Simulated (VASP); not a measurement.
# Y (P6_3/mmc) in VASP: single point with PBEsol

Aim: the single point of Y with PBEsol.

All numbers are computed with VASP 6.6.1; they aren't measurements. Logs are shortened: lines on timing, memory, paths and dates and some standing lists are left out, and cuts for length are marked.

## Step 1: The cell of the first run

Symmetry: P6_3/mmc, No. 194, hexagonal system. Conventional cell: a = 3.598 Å, b = 3.598 Å, c = 5.585 Å, α = 90.00°, β = 90.00°, γ = 120.00°. Y (site symmetry -6m2) has 12 Y at 3.48 to 3.60 Å within 4.6 Å.

## Step 2: Single point, PBEsol

File INCAR:

```
SYSTEM = Y
PREC = Accurate ; ENCUT = 520
EDIFF = 1E-6 ; ISMEAR = 0
SIGMA = 0.1 ; LREAL = .False.
LASPH = .True. ; NELM = 100
ALGO = Fast ; ISIF = 2
LWAVE = .False. ; LCHARG = .False.
GGA = PS ; NBANDS = 18
```

File KPOINTS:

```
regular mesh
0
Gamma
  15 15 8
  0 0 0
```

File POSCAR:

```
Y
1.0
    3.5978211078      0.0000000000      0.0000000000
   -1.7989105539      3.1158044777      0.0000000000
    0.0000000000      0.0000000000      5.5845827573
Y
2
Direct
    0.3333333333      0.6666666667      0.2500000000
    0.6666666667      0.3333333333      0.7500000000
```

Potentials or basis: VASP PAW PBE potentials, release 64 (Y_sv).

The run is started by

```
$ cat potpaw_PBE.64/Y_sv/POTCAR > POTCAR
$ mpirun -np 1 vasp_std > vasp.out
```

OUTCAR:

```text
SYSTEM = Y
   PREC = Accurate
   ENCUT = 520
   EDIFF = 1E-6
   ISMEAR = 0
   LREAL = .False.
   LASPH = .True.
   NELM = 100
   ISIF = 2
   GGA = PS

 ion  position               nearest neighbor table
   1  0.333  0.667  0.250-   2 3.48   2 3.48   2 3.48   2 3.48   2 3.48   2 3.48
   2  0.667  0.333  0.750-   1 3.48   1 3.48   1 3.48   1 3.48   1 3.48   1 3.48

  LATTYP: Found a hexagonal cell.
 ALAT       =     3.5978211078
 C/A-ratio  =     1.5522124614

  Lattice vectors:

 A1 = (   3.5978211078,   0.0000000000,   0.0000000000)
 A2 = (  -1.7989105539,   3.1158044777,   0.0000000000)
 A3 = (   0.0000000000,   0.0000000000,   5.5845827573)

Analysis of symmetry for initial positions (statically):
=====================================================================
 Subroutine PRICEL returns:
 Original cell was already a primitive cell.

 Routine SETGRP: Setting up the symmetry group for a
 hexagonal supercell.

 Subroutine GETGRP returns: Found 24 space group operations
 (whereof 12 operations were pure point group operations)
 out of a pool of 24 trial point group operations.

The static configuration has the point symmetry D_3d.
 The point group associated with its full space group is D_6h.

Analysis of symmetry for dynamics (positions and initial velocities):
=====================================================================
 Subroutine PRICEL returns:
 Original cell was already a primitive cell.

 Routine SETGRP: Setting up the symmetry group for a
 hexagonal supercell.

 Subroutine GETGRP returns: Found 24 space group operations
 (whereof 12 operations were pure point group operations)
 out of a pool of 24 trial point group operations.

The dynamic configuration has the point symmetry D_3d.
 The point group associated with its full space group is D_6h.

 Subroutine INISYM returns: Found 24 space group operations
 (whereof 12 operations are pure point group operations),
 and found     1 'primitive' translations

----------------------------------------------------------------------------------------

                                     Primitive cell

  volume of cell :      62.6038

  direct lattice vectors                    reciprocal lattice vectors
     3.597821108  0.000000000  0.000000000     0.277946004  0.160472200  0.000000000
    -1.798910554  3.115804478  0.000000000     0.000000000  0.320944400  0.000000000
     0.000000000  0.000000000  5.584582757     0.000000000  0.000000000  0.179064407

  length of vectors
     3.597821108  3.597821108  5.584582757     0.320944400  0.320944400  0.179064407

  position of ions in fractional coordinates (direct lattice)
     0.333333333  0.666666667  0.250000000
     0.666666667  0.333333333  0.750000000

  ion indices of the primitive-cell ions
   primitive index   ion index
                 1           1
                 2           2

----------------------------------------------------------------------------------------

 KPOINTS: regular mesh

Automatic generation of k-mesh.
 Grid dimensions read from file:
 generate k-points for:   15   15    8

 Generating k-lattice:

  Cartesian coordinates                     Fractional coordinates (reciprocal lattice)
     0.018529734  0.010698147  0.000000000     0.066666667  0.000000000  0.000000000
     0.000000000  0.021396293  0.000000000     0.000000000  0.066666667  0.000000000
     0.000000000  0.000000000  0.022383051     0.000000000  0.000000000  0.125000000

  Length of vectors
     0.021396293  0.021396293  0.022383051

  Shift w.r.t. Gamma in fractional coordinates (k-lattice)
     0.000000000  0.000000000  0.000000000

 Subroutine IBZKPT returns following result:
 ===========================================

 Found    135 irreducible k-points:

 Following reciprocal coordinates:
            Coordinates               Weight
  0.000000  0.000000  0.000000      1.000000
  0.066667  0.000000  0.000000      6.000000
  0.133333  0.000000  0.000000      6.000000
  0.200000  0.000000  0.000000      6.000000
  0.266667  0.000000  0.000000      6.000000
  0.333333  0.000000  0.000000      6.000000
[... 16 lines left out ...]
  0.333333  0.200000  0.000000     12.000000
  0.400000  0.200000  0.000000      6.000000
 [... further k-points ...]
   k-points           NKPTS =    135   k-points in BZ     NKDIM =    135   number of bands    NBANDS=     18
   number of dos      NEDOS =    301   number of ions     NIONS =      2
   total plane-waves  NPLWV =  32928
   dimension x,y,z NGX =    28 NGY =   28 NGZ =   42
   dimension x,y,z NGXF=    56 NGYF=   56 NGZF=   84
   ions per type =               2
   NGX,Y,Z   is equivalent  to a cutoff of  12.94, 12.94, 12.50 a.u.
   NGXF,Y,Z  is equivalent  to a cutoff of  25.88, 25.88, 25.01 a.u.
 SYSTEM =  Y
   PREC   = accura    normal or accurate (medium, high low for compatibility)
   ISTART =      0    job   : 0-new  1-cont  2-samecut
   ICHARG =      2    charge: 1-file 2-atom 10-const
   ISPIN  =      1    spin polarized calculation?
   LNONCOLLINEAR =      F non collinear calculations
   LSORBIT =      F    spin-orbit coupling
   LASPH  =      T    aspherical Exc in radial PAW
   ENCUT  =  520.0 eV  38.22 Ry    6.18 a.u.   6.69  6.69 10.38*2*pi/ulx,y,z
   NELM   =    100;   NELMIN=  2; NELMDL= -5     # of ELM steps
   EDIFF  = 0.1E-05   stopping-criterion for ELM
   LREAL  =      F    real-space projection
   EDIFFG = 0.1E-04   stopping-criterion for IOM
   NSW    =      0    number of steps for IOM
   IBRION =     -1    ionic relax: 0-MD 1-quasi-New 2-CG
   NFREE  =      0    steps in history (QN), initial steepest desc. (CG)
   ISIF   =      2    stress and relaxation
   ISYM   =      2    0-nonsym 1-usesym 2-fastsym
   POTIM  = 0.5000    time-step for ionic-motion
   TEBEG  =    0.0;   TEEND  =   0.0 temperature during run
   PSTRESS=    0.0 pullay stress
   NELECT =      22.0000    total number of electrons
   NUPDOWN=      -1.0000    fix difference up-down
   EMIN   =  10.00;   EMAX   =-10.00  energy-range for DOS
   EFERMI =   0.00;   METHOD = LEGACY
   ISMEAR =     0;   SIGMA  =   0.10  broadening in eV -4-tet -1-fermi 0-gaus
   EFERMI_NEDOS =   21; number of points for ismear=-14 and -15
   IALGO  =     68    algorithm
   IMIX   =      4    mixing-type and parameters
     AMIX     =   0.40;   BMIX     =  1.00
     AMIX_MAG =   1.60;   BMIX_MAG =  1.00
  volume/ion in A,a.u.               =      31.30       211.24
  Fermi-wavevector in a.u.,A,eV,Ry     =   1.155267  2.183137 18.158893  1.334641
  Thomas-Fermi vector in A             =   2.291897
   LORBIT       =      0    0 simple, 1 ext, 2 COOP (PROOUT), +10 PAW based schemes
   GGA     = PS    functional components
   LHFCALC =     F    Hartree Fock is set to
   AEXX    =    0.0000 exact exchange contribution
   IVDW    =     0    specifies the selected vdW correction
   LEPSILON=     F    determine dielectric tensor
   LRPA    =     F    only Hartree local field effects (RPA)
 non-spin polarized calculation
 RMM-DIIS sequential band-by-band and
 Gauss-broadening in eV      SIGMA  =   0.10
  energy-cutoff  :      520.00
  volume of cell :       62.60
 maximum number of plane-waves:      1713
 NGX is ok and might be reduce to    28
   NGX = 13   NGY = 13   NGZ = 21

 number of electron      22.0000002 magnetization

 Free energy of the ion-electron system (eV)
  ---------------------------------------------------
  ext. energy  EPLUGINS =         0.00000000
  ---------------------------------------------------
  free energy    TOTEN  =       -13.64921765 eV

  energy without entropy =      -13.63183592  energy(sigma->0) =      -13.64052679

 E-fermi :   3.1131     XC(G=0):  -9.7230

 val. band max:        3.1023277464   @ k =   0.3333   0.2667   0.3750
 cond. band min:       3.1255155121   @ k =   0.2000   0.0000   0.2500
 fundamental gap:      0.0231877657
 Fermi energy:         3.1131320763

 k-point     1 :       0.0000    0.0000    0.0000
  band No.  band energies     occupation
      1     -39.3632      2.00000
      2     -39.2681      2.00000
      3     -19.7324      2.00000
      4     -19.1695      2.00000
      5     -19.1695      2.00000
      6     -19.0589      2.00000
[... 10 lines left out ...]
     17       5.9385      0.00000
     18       5.9385      0.00000

 k-point     2 :       0.0667    0.0000    0.0000
  band No.  band energies     occupation
      1     -39.3604      2.00000
      2     -39.2673      2.00000
      3     -19.7230      2.00000
      4     -19.1881      2.00000
      5     -19.1760      2.00000
      6     -19.0787      2.00000
[... 10 lines left out ...]
     17       5.8039      0.00000
     18       5.8408      0.00000

 k-point     3 :       0.1333    0.0000    0.0000
  band No.  band energies     occupation
      1     -39.3527      2.00000
      2     -39.2649      2.00000
      3     -19.6956      2.00000
      4     -19.2408      2.00000
      5     -19.1940      2.00000
      6     -19.1336      2.00000
[... 10 lines left out ...]
     17       5.8085      0.00000
     18       5.8883      0.00000

 k-point     4 :       0.2000    0.0000    0.0000
  band No.  band energies     occupation
      1     -39.3408      2.00000
      2     -39.2617      2.00000
      3     -19.6526      2.00000
      4     -19.3188      2.00000
      5     -19.2195      2.00000
      6     -19.2119      2.00000
[... 375 lines left out ...]
      4     -19.4630      2.00000
      5     -19.4472      2.00000
      6     -19.3105      2.00000
[... 10 lines left out ...]
     17       7.7947      0.00000
     18       8.6146      0.00000

 k-point    23 :       0.3333    0.2000    0.0000
  band No.  band energies     occupation
      1     -39.2848      2.00000
      2     -39.2593      2.00000
      3     -19.5460      2.00000
      4     -19.4445      2.00000
      5     -19.4099      2.00000
      6     -19.3555      2.00000
[... 10 lines left out ...]
     17       8.1410      0.00000
     18       8.7722      0.00000

 k-point    24 :       0.4000    0.2000    0.0000
  band No.  band energies     occupation
      1     -39.2802      2.00000
      2     -39.2609      2.00000
      3     -19.5601      2.00000
      4     -19.4362      2.00000
      5     -19.3840      2.00000
      6     -19.3791      2.00000
[... 10 lines left out ...]
     17       8.2933      0.00000
     18       8.7226      0.00000

 [... further k-points ...]
[... 5 lines left out ...]
  --------------------------------------------------------------------------------------
  -------------------------------------------------------------------------------------
  Total       -0.0402298     -0.0402298     -0.0577548      0.0000000      0.0000000      0.0000000
  in kB       -1.0295760     -1.0295760     -1.4780814      0.0000000      0.0000000      0.0000000
  external PRESSURE =      -1.1790778 kB  Pullay stress =       0.0000000 kB

 VOLUME and BASIS-vectors are now :
 -----------------------------------------------------------------------------
  energy-cutoff  :      520.00
  volume of cell :       62.60
      direct lattice vectors                 reciprocal lattice vectors
     3.597821108  0.000000000  0.000000000     0.277946004  0.160472200  0.000000000
    -1.798910554  3.115804478  0.000000000     0.000000000  0.320944400  0.000000000
     0.000000000  0.000000000  5.584582757     0.000000000  0.000000000  0.179064407

 POSITION                                       TOTAL-FORCE (eV/Angst)
 -----------------------------------------------------------------------------------
     -0.00000      2.07720      1.39615        -0.000000     -0.000000      0.000000
      1.79891      1.03860      4.18844         0.000000      0.000000      0.000000
 -----------------------------------------------------------------------------------
    total drift:                                0.000000     -0.000000      0.000000

  FREE ENERGIE OF THE ION-ELECTRON SYSTEM (eV)
  ---------------------------------------------------
  free  energy   TOTEN  =       -13.6492176539 eV

  energy  without entropy=      -13.6318359183  energy(sigma->0) =      -13.64052679
```

It took 2.6 min on 1 thread of Intel Xeon 6975P-C (Granite Rapids), shared host; peak memory 0.28 GiB.

Results:

```yaml
Free_energy: -13.6492 eV
Pressure: -0.1 GPa
Band_gap_on_the_k_mesh: zero (band 11 reaches 4.25 eV, above the bottom of band 12 at 2.66 eV)
```

Caveat: the PAW data sets were made with another functional, which shifts forces and pressure a little.
